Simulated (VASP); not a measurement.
# Mg2Zn (P6_3/mmc) in VASP: further runs

The runs below take Mg2Zn through single point, relaxation of cell and atoms, with LDA.

Program: VASP 6.6.1. These are calculated values, not measurements. Logs are shortened: lines on timing, memory, paths and dates and some standing lists are left out, and cuts for length are marked.

**1. The cell of the first run**

The structure is hexagonal, space group P6_3/mmc (No. 194). The conventional cell has a = 3.033 Å, b = 3.033 Å, c = 14.028 Å, α = 90.00°, β = 90.00°, γ = 120.00°. Mg (site symmetry 3m) has 3 Zn at 2.81 Å and 9 Mg at 3.03 to 3.14 Å within 3.7 Å. Within 3.7 Å of Zn (site symmetry -6m2) lie 6 Mg at 2.81 Å and 6 Zn at 3.03 Å.

**2. Single point, LDA**

Input file INCAR:

```
SYSTEM = Mg2Zn
PREC = Accurate
ENCUT = 520
EDIFF = 1E-7
ISMEAR = 1
SIGMA = 0.1
LREAL = .False.
LASPH = .True.
NELM = 80
ALGO = Normal
ISIF = 2
LWAVE = .False.
LCHARG = .False.
GGA = CA
NBANDS = 25
```

Input file KPOINTS:

```
regular mesh
0
Gamma
  7 7 2
  0 0 0
```

Input file POSCAR:

```
Mg2Zn
1.0
    3.0334601009      0.0000000000      0.0000000000
   -1.5167300505      2.6270535088      0.0000000000
    0.0000000000      0.0000000000     14.0277464157
Mg Zn
4 2
Direct
    0.3333333333      0.6666666667      0.4070732020
    0.3333333333      0.6666666667      0.0929267980
    0.6666666667      0.3333333333      0.9070732020
    0.6666666667      0.3333333333      0.5929267980
    0.6666666667      0.3333333333      0.2500000000
    0.3333333333      0.6666666667      0.7500000000
```

Potentials or basis: VASP PAW LDA potentials, release 64 (Mg, Zn).

Launch:

```
> cat potpaw_LDA.64/Mg/POTCAR potpaw_LDA.64/Zn/POTCAR > POTCAR
> mpirun -np 1 vasp_std > vasp.out
```

OUTCAR:

```text
SYSTEM = Mg2Zn
   PREC = Accurate
   ENCUT = 520
   EDIFF = 1E-7
   ISMEAR = 1
   LREAL = .False.
   LASPH = .True.
   NELM = 80
   ISIF = 2
   GGA = CA

 ion  position               nearest neighbor table
   1  0.333  0.667  0.407-   5 2.81   5 2.81   5 2.81   4 3.14   4 3.14   4 3.14
   2  0.333  0.667  0.093-   5 2.81   5 2.81   5 2.81   3 3.14   3 3.14   3 3.14
   3  0.667  0.333  0.907-   6 2.81   6 2.81   6 2.81   2 3.14   2 3.14   2 3.14
   4  0.667  0.333  0.593-   6 2.81   6 2.81   6 2.81   1 3.14   1 3.14   1 3.14
   5  0.667  0.333  0.250-   1 2.81   2 2.81   1 2.81   2 2.81   1 2.81   2 2.81
   6  0.333  0.667  0.750-   3 2.81   4 2.81   3 2.81   4 2.81   3 2.81   4 2.81

  LATTYP: Found a hexagonal cell.
 ALAT       =     3.0334601009
 C/A-ratio  =     4.6243385273

  Lattice vectors:

 A1 = (   3.0334601009,   0.0000000000,   0.0000000000)
 A2 = (  -1.5167300505,   2.6270535088,   0.0000000000)
 A3 = (   0.0000000000,   0.0000000000,  14.0277464157)

Analysis of symmetry for initial positions (statically):
=====================================================================
 Subroutine PRICEL returns:
 Original cell was already a primitive cell.

 Routine SETGRP: Setting up the symmetry group for a
 hexagonal supercell.

 Subroutine GETGRP returns: Found 24 space group operations
 (whereof 12 operations were pure point group operations)
 out of a pool of 24 trial point group operations.

The static configuration has the point symmetry D_3d.
 The point group associated with its full space group is D_6h.

Analysis of symmetry for dynamics (positions and initial velocities):
=====================================================================
 Subroutine PRICEL returns:
 Original cell was already a primitive cell.

 Routine SETGRP: Setting up the symmetry group for a
 hexagonal supercell.

 Subroutine GETGRP returns: Found 24 space group operations
 (whereof 12 operations were pure point group operations)
 out of a pool of 24 trial point group operations.

The dynamic configuration has the point symmetry D_3d.
 The point group associated with its full space group is D_6h.

 Subroutine INISYM returns: Found 24 space group operations
 (whereof 12 operations are pure point group operations),
 and found     1 'primitive' translations

----------------------------------------------------------------------------------------

                                     Primitive cell

  volume of cell :     111.7880

  direct lattice vectors                    reciprocal lattice vectors
     3.033460101  0.000000000  0.000000000     0.329656553  0.190327300  0.000000000
    -1.516730051  2.627053509  0.000000000     0.000000000  0.380654599  0.000000000
     0.000000000  0.000000000 14.027746416     0.000000000  0.000000000  0.071287288

  length of vectors
     3.033460101  3.033460101 14.027746416     0.380654599  0.380654599  0.071287288

  position of ions in fractional coordinates (direct lattice)
     0.333333333  0.666666667  0.407073202
     0.333333333  0.666666667  0.092926798
     0.666666667  0.333333333  0.907073202
     0.666666667  0.333333333  0.592926798
     0.666666667  0.333333333  0.250000000
     0.333333333  0.666666667  0.750000000

  ion indices of the primitive-cell ions
   primitive index   ion index
                 1           1
                 2           2
                 3           3
                 4           4
                 5           5
                 6           6

----------------------------------------------------------------------------------------

 KPOINTS: regular mesh

Automatic generation of k-mesh.
 Grid dimensions read from file:
 generate k-points for:    7    7    2

 Generating k-lattice:

  Cartesian coordinates                     Fractional coordinates (reciprocal lattice)
     0.047093793  0.027189614  0.000000000     0.142857143  0.000000000  0.000000000
     0.000000000  0.054379228  0.000000000     0.000000000  0.142857143  0.000000000
     0.000000000  0.000000000  0.035643644     0.000000000  0.000000000  0.500000000

  Length of vectors
     0.054379228  0.054379228  0.035643644

  Shift w.r.t. Gamma in fractional coordinates (k-lattice)
     0.000000000  0.000000000  0.000000000

 Subroutine IBZKPT returns following result:
 ===========================================

 Found     16 irreducible k-points:

 Following reciprocal coordinates:
            Coordinates               Weight
  0.000000  0.000000  0.000000      1.000000
  0.142857 -0.000000  0.000000      6.000000
  0.285714  0.000000  0.000000      6.000000
  0.428571 -0.000000  0.000000      6.000000
  0.142857  0.142857  0.000000      6.000000
  0.285714  0.142857  0.000000     12.000000
[... 8 lines left out ...]
  0.428571  0.142857  0.500000      6.000000
  0.285714  0.285714  0.500000      6.000000
   k-points           NKPTS =     16   k-points in BZ     NKDIM =     16   number of bands    NBANDS=     25
   number of dos      NEDOS =    301   number of ions     NIONS =      6
   total plane-waves  NPLWV =  62208
   dimension x,y,z NGX =    24 NGY =   24 NGZ =  108
   dimension x,y,z NGXF=    48 NGYF=   48 NGZF=  216
   ions per type =               4   2
   NGX,Y,Z   is equivalent  to a cutoff of  13.15, 13.15, 12.80 a.u.
   NGXF,Y,Z  is equivalent  to a cutoff of  26.31, 26.31, 25.60 a.u.
 SYSTEM =  Mg2Zn
   PREC   = accura    normal or accurate (medium, high low for compatibility)
   ISTART =      0    job   : 0-new  1-cont  2-samecut
   ICHARG =      2    charge: 1-file 2-atom 10-const
   ISPIN  =      1    spin polarized calculation?
   LNONCOLLINEAR =      F non collinear calculations
   LSORBIT =      F    spin-orbit coupling
   LASPH  =      T    aspherical Exc in radial PAW
   ENCUT  =  520.0 eV  38.22 Ry    6.18 a.u.   5.64  5.64 26.08*2*pi/ulx,y,z
   NELM   =     80;   NELMIN=  2; NELMDL= -5     # of ELM steps
   EDIFF  = 0.1E-06   stopping-criterion for ELM
   LREAL  =      F    real-space projection
   EDIFFG = 0.1E-05   stopping-criterion for IOM
   NSW    =      0    number of steps for IOM
   IBRION =     -1    ionic relax: 0-MD 1-quasi-New 2-CG
   NFREE  =      0    steps in history (QN), initial steepest desc. (CG)
   ISIF   =      2    stress and relaxation
   ISYM   =      2    0-nonsym 1-usesym 2-fastsym
   POTIM  = 0.5000    time-step for ionic-motion
   TEBEG  =    0.0;   TEEND  =   0.0 temperature during run
   PSTRESS=    0.0 pullay stress
   NELECT =      32.0000    total number of electrons
   NUPDOWN=      -1.0000    fix difference up-down
   EMIN   =  10.00;   EMAX   =-10.00  energy-range for DOS
   EFERMI =   0.00;   METHOD = LEGACY
   ISMEAR =     1;   SIGMA  =   0.10  broadening in eV -4-tet -1-fermi 0-gaus
   EFERMI_NEDOS =   21; number of points for ismear=-14 and -15
   IALGO  =     38    algorithm
   IMIX   =      4    mixing-type and parameters
     AMIX     =   0.40;   BMIX     =  1.00
     AMIX_MAG =   1.60;   BMIX_MAG =  1.00
  volume/ion in A,a.u.               =      18.63       125.73
  Fermi-wavevector in a.u.,A,eV,Ry     =   1.078930  2.038881 15.838394  1.164089
  Thomas-Fermi vector in A             =   2.214881
   LORBIT       =      0    0 simple, 1 ext, 2 COOP (PROOUT), +10 PAW based schemes
   GGA     = CA    functional components
   LHFCALC =     F    Hartree Fock is set to
   AEXX    =    0.0000 exact exchange contribution
   IVDW    =     0    specifies the selected vdW correction
   LEPSILON=     F    determine dielectric tensor
   LRPA    =     F    only Hartree local field effects (RPA)
 non-spin polarized calculation
 Methfessel and Paxton  Order N= 1 SIGMA  =   0.10
  energy-cutoff  :      520.00
  volume of cell :      111.79
 maximum number of plane-waves:      3052
 NGX is ok and might be reduce to    24
   NGX = 11   NGY = 11   NGZ = 53

 number of electron      31.9999990 magnetization

 Free energy of the ion-electron system (eV)
  ---------------------------------------------------
  ext. energy  EPLUGINS =         0.00000000
  ---------------------------------------------------
  free energy    TOTEN  =       -11.07014498 eV

  energy without entropy =      -11.06817066  energy(sigma->0) =      -11.06948687

 E-fermi :   2.9196     XC(G=0):  -9.8492

 val. band max:        2.9130682364   @ k =   0.2857   0.2857   0.5000
 cond. band min:       3.0233095707   @ k =   0.2857   0.2857   0.0000
 fundamental gap:      0.1102413343
 Fermi energy:         2.9196114415

 k-point     1 :       0.0000    0.0000    0.0000
  band No.  band energies     occupation
      1      -5.5278      2.00000
      2      -5.2772      2.00000
      3      -4.7280      2.00000
      4      -4.6361      2.00000
      5      -4.4969      2.00000
      6      -4.4969      2.00000
[... 17 lines left out ...]
     24      14.2611      0.00000
     25      14.2611      0.00000

 k-point     2 :       0.1429   -0.0000    0.0000
  band No.  band energies     occupation
      1      -5.0838      2.00000
      2      -4.8706      2.00000
      3      -4.6676      2.00000
      4      -4.5740      2.00000
      5      -4.5135      2.00000
      6      -4.4974      2.00000
[... 17 lines left out ...]
     24      12.8710      0.00000
     25      12.9382      0.00000

 k-point     3 :       0.2857    0.0000    0.0000
  band No.  band energies     occupation
      1      -4.7212      2.00000
      2      -4.7180      2.00000
      3      -4.5973      2.00000
      4      -4.5852      2.00000
      5      -4.5203      2.00000
      6      -4.4961      2.00000
[... 328 lines left out ...]
 k-point    15 :       0.4286    0.1429    0.5000
  band No.  band energies     occupation
      1      -4.7158      2.00000
      2      -4.7158      2.00000
      3      -4.6742      2.00000
      4      -4.6742      2.00000
      5      -4.4294      2.00000
      6      -4.4294      2.00000
[... 17 lines left out ...]
     24       6.7718      0.00000
     25       8.5473      0.00000

 k-point    16 :       0.2857    0.2857    0.5000
  band No.  band energies     occupation
      1      -4.6171      2.00000
      2      -4.6171      2.00000
      3      -4.5471      2.00000
      4      -4.5471      2.00000
      5      -4.5032      2.00000
      6      -4.5032      2.00000
[... 17 lines left out ...]
     24       5.8757      0.00000
     25       7.5442      0.00000

------------------------ aborting loop because EDIFF is reached ----------------------------------------

  FORCE on cell =-STRESS in cart. coord.  units (eV):
  Direction    XX          YY          ZZ          XY          YZ          ZX
  --------------------------------------------------------------------------------------
  -------------------------------------------------------------------------------------
  Total       -0.3555347     -0.3555347     -0.4943743      0.0000000      0.0000000      0.0000000
  in kB       -5.0956246     -5.0956246     -7.0855132      0.0000000      0.0000000      0.0000000
  external PRESSURE =      -5.7589208 kB  Pullay stress =       0.0000000 kB

 VOLUME and BASIS-vectors are now :
 -----------------------------------------------------------------------------
  energy-cutoff  :      520.00
  volume of cell :      111.79
      direct lattice vectors                 reciprocal lattice vectors
     3.033460101  0.000000000  0.000000000     0.329656553  0.190327300  0.000000000
    -1.516730051  2.627053509  0.000000000     0.000000000  0.380654599  0.000000000
     0.000000000  0.000000000 14.027746416     0.000000000  0.000000000  0.071287288

 POSITION                                       TOTAL-FORCE (eV/Angst)
 -----------------------------------------------------------------------------------
     -0.00000      1.75137      5.71032        -0.000000      0.000000     -0.020062
     -0.00000      1.75137      1.30355        -0.000000      0.000000      0.020062
      1.51673      0.87568     12.72419        -0.000000      0.000000     -0.020062
      1.51673      0.87568      8.31743        -0.000000     -0.000000      0.020062
      1.51673      0.87568      3.50694         0.000000     -0.000000      0.000000
     -0.00000      1.75137     10.52081        -0.000000     -0.000000      0.000000
 -----------------------------------------------------------------------------------
    total drift:                               -0.000000      0.000000      0.000000

  FREE ENERGIE OF THE ION-ELECTRON SYSTEM (eV)
  ---------------------------------------------------
  free  energy   TOTEN  =       -11.0701449781 eV

  energy  without entropy=      -11.0681706599  energy(sigma->0) =      -11.06948687
```

It took 17 s on 1 thread of Intel Xeon 6975P-C (Granite Rapids), shared host; peak memory 0.21 GiB.

Results:

```
Free energy            : -11.0701 eV
Pressure               : -0.6 GPa
Largest force          : 0.020 eV/Å
Band gap on the k mesh : zero (band 16 reaches 3.81 eV, above the bottom of band 17 at 2.21 eV)
```

Forces on the atoms (eV/Å):
```
Mg   0.000  0.000 -0.020
Mg   0.000  0.000  0.020
Mg   0.000  0.000 -0.020
Mg   0.000  0.000  0.020
Zn   0.000  0.000  0.000
Zn   0.000  0.000  0.000
```

Stress tensor (GPa, compression positive):
```
-0.51  0.00  0.00
 0.00 -0.51  0.00
 0.00  0.00 -0.71
```

Levels at points of the mesh, in eV from the Fermi level:
| k point | band 13 | band 14 | band 15 | band 16 | band 17 | band 18 | band 19 | band 20 |
| --- | --- | --- | --- | --- | --- | --- | --- | --- |
| (0.00, 0.00, 0.00) | -6.75 | -4.92 | -4.90 | -1.63 | -0.67 | 3.51 | 4.46 | 9.46 |
| (0.00, 0.00, 0.50) | -6.17 | -6.17 | -3.25 | -3.25 | 1.27 | 1.27 | 6.97 | 6.97 |

**3. Relaxation of cell and atoms, LDA**

This run uses another cell than the first one, of 20.00 Å³/atom, 1.073 times its volume.

Input file INCAR:

```
  PREC = Accurate
  ENCUT = 600
  EDIFF = 1E-7
  ISMEAR = 1
  SIGMA = 0.1
  LREAL = F
  LASPH = T
  NELM = 60
  ALGO = Normal
  ISIF = 3
  LWAVE = F
  LCHARG = F
  IBRION = 2
  NSW = 80
  EDIFFG = -0.02
```

Input file KPOINTS:

```
Automatic mesh
0
Gamma
  7 7 2
```

Input file POSCAR:

```
Mg2Zn
1.0
    3.0882000000      0.0000000000      0.0000000000
   -1.5441000000      2.6744600000      0.0000000000
    0.0000000000      0.0000000000     14.5265510000
Mg Zn
4 2
Direct
    0.3333333333      0.6666666667      0.4081770000
    0.3333333333      0.6666666667      0.0918230000
    0.6666666667      0.3333333333      0.9081770000
    0.6666666667      0.3333333333      0.5918230000
    0.6666666667      0.3333333333      0.2500000000
    0.3333333333      0.6666666667      0.7500000000
```

Potentials or basis: VASP PAW LDA potentials, release 64 (Mg, Zn).

Launch:

```
> cat potpaw_LDA.64/Mg/POTCAR potpaw_LDA.64/Zn/POTCAR > POTCAR
> mpirun -np 1 vasp_std > vasp.out
```

Wall time 2.1 min (1 thread of Intel Xeon 6975P-C (Granite Rapids), shared host); peak memory 0.26 GiB.

Results (log left out):

* Free energy: -11.0736 eV
* Relaxed volume: 18.41 Å³/atom
* Relaxed cell: a = 3.023 Å, b = 3.023 Å, c = 13.959 Å, α = 90.00°, β = 90.00°, γ = 120.00°
* Space group after relaxing (to 0.05 Å): P6_3/mmc (No. 194)
* Energy gained by relaxing: 21.6 meV/atom
* Ionic steps: 8
* Pressure after relaxing: 0.0 GPa
* Largest force after relaxing: 0.016 eV/Å
* Band gap on the k mesh: zero (band 16 reaches 3.88 eV, above the bottom of band 17 at 2.27 eV)

Forces on the atoms (eV/Å):
```
Mg   0.000  0.000 -0.016
Mg   0.000  0.000  0.016
Mg   0.000  0.000 -0.016
Mg   0.000  0.000  0.016
Zn   0.000  0.000  0.000
Zn   0.000  0.000  0.000
```

Step by step:
```tsv
step	energy change (eV)	largest force (eV/Å)	pressure (GPa)	volume (Å³)
1	0.0000	0.1057	-3.70	119.98
2	-0.1224	0.0449	-0.83	112.12
3	-0.1280	0.0303	-0.02	110.31
4	-0.1280	0.0288	0.07	110.12
5	-0.1285	0.0286	0.07	110.18
6	-0.1290	0.0255	0.03	110.38
7	-0.1291	0.0262	0.03	110.34
8	-0.1293	0.0164	0.00	110.47
```

Final structure:
```yaml
crystal:
  lattice:
    - [3.02298, 0.00000, 0.00000]
    - [-1.51149, 2.61798, 0.00000]
    - [0.00000, 0.00000, 13.95919]
  atoms:
    - { symbol: Mg, position: [0.33333, 0.66667, 0.40715] }
    - { symbol: Mg, position: [0.33333, 0.66667, 0.09285] }
    - { symbol: Mg, position: [0.66667, 0.33333, 0.90715] }
    - { symbol: Mg, position: [0.66667, 0.33333, 0.59285] }
    - { symbol: Zn, position: [0.66667, 0.33333, 0.25000] }
    - { symbol: Zn, position: [0.33333, 0.66667, 0.75000] }
```

Levels at points of the mesh, in eV from the Fermi level:
| k point | band 14 | band 15 | band 16 | band 17 | band 18 | band 19 |
| --- | --- | --- | --- | --- | --- | --- |
| (0.00, 0.00, 0.00) | -4.95 | -4.93 | -1.64 | -0.64 | 3.56 | 4.53 |
| (0.00, 0.00, 0.50) | -6.21 | -3.26 | -3.26 | 1.31 | 1.31 | 7.05 |
